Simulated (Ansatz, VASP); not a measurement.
# MgO: VASP beside Ansatz

File INCAR:

```
ALGO     = Normal         # electronic algorithm
EDIFF    = 1E-6           # SCF threshold, eV
ENCUT    = 600            # plane-wave cutoff, eV
GGA      = CA             # functional
GGA_COMPAT= False        
ISIF     = 2              # what is computed and relaxed
ISMEAR   = 0              # smearing method
LASPH    = True           # aspherical terms in the spheres
LCHARG   = False          # write CHGCAR
LREAL    = False          # projectors in reciprocal space
LWAVE    = False          # write WAVECAR
NBANDS   = 11             # bands
NELM     = 120            # most SCF steps
PREC     = Accurate       # precision mode
SIGMA    = 0.01           # smearing width, eV
```

Contents of KPOINTS:

```
k-points
0
Gamma
  12 12 12
```

Contents of POSCAR:

```
MgO
1.0
    2.2919250544      0.0000000000      0.0000000000
    0.0000000000      2.2919250544      0.0000000000
    0.0000000000      0.0000000000      2.2919250544
Mg O
1 1
Direct
    0.0000000000      0.0000000000      0.0000000000
    0.5000000000      0.5000000000      0.5000000000
```

Input for Ansatz:

```yaml
crystal:
  lattice:
    - [2.2919250544, 0.0, 0.0]
    - [0.0, 2.2919250544, 0.0]
    - [0.0, 0.0, 2.2919250544]
  atoms:
    - { symbol: Mg, position: [0.0, 0.0, 0.0] }
    - { symbol: O, position: [0.5, 0.5, 0.5] }
scf:
  occupations: { method: fixed }
output:
  forces: true
  stress: true
  eigenvalues: true
  write_density: true
  write_potential: true
  elf: true
  volumetric_format: npy
hamiltonian:
  xc: lda
basis:
  ecutwfc: 700
kpoints:
  mp_grid: { grid: [12, 12, 12] }
```

Alike in both runs: task single point; functional LDA; k mesh 12 × 12 × 12; no spin polarisation.

|  | VASP | Ansatz |
| --- | --- | --- |
| version | VASP 6.6.1 | Ansatz 0.2.0 |
| potentials or method | VASP PAW LDA potentials, release 64 (Mg, O), cutoff 600 eV | scalar-relativistic, plane waves, PAW |
| occupations | gaussian, width 0.01 eV | fixed |
| valence electrons in the cell | 8 | 16 |

```tsv
	VASP	Ansatz	Ansatz less VASP
gap on the k mesh at the Fermi level (eV)	6.17	6.18	+0.004
least direct gap on the mesh (eV)	6.17	6.18	+0.004
```

LDA's correlation is that of Perdew and Zunger in VASP and of Perdew and Wang (1992) in Ansatz. VASP's potentials hold 8 valence electrons a cell and Ansatz's 16, so a difference there can come from the potentials and not from the codes.
